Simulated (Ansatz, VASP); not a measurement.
**One calculation of PbSe, two programs**

```xyz
2
Lattice="0.0000 3.0887 2.9960 3.0887 0.0000 2.9960 3.0887 3.0887 0.0000" Properties=species:S:1:pos:R:3 pbc="T T T"
Pb    0.0000    0.0000    0.0000
Se    3.0887    3.0887    2.9960
```

Change from the starting cell: uniaxial_z strain -3.0%.

Alike in both runs: task single point; functional PBE; k mesh 8 × 8 × 8; occupations fermi-dirac, width 0.02 eV; no spin polarisation.

```csv
,VASP,Ansatz
version,VASP 6.6.1,Ansatz 0.2.0
potentials or method,"VASP PAW PBE potentials, release 64 (Pb_d, Se)","plane waves, PAW"
plane-wave cutoff (eV),520,420
valence electrons in the cell,20,30
```

|  | VASP | Ansatz | Ansatz less VASP |
| --- | --- | --- | --- |
| pressure (GPa) | 2.7 | 2.7 | +0.02 |
| traceless stress, the component that is largest in VASP (GPa) | 2.80 | 2.80 | -0.007 |

The functional is the same, so the differences come from potentials, cutoffs and numerics. VASP's potentials hold 20 valence electrons a cell and Ansatz's 30, so a difference there can come from the potentials and not from the codes.

Spin-orbit coupling is off throughout.
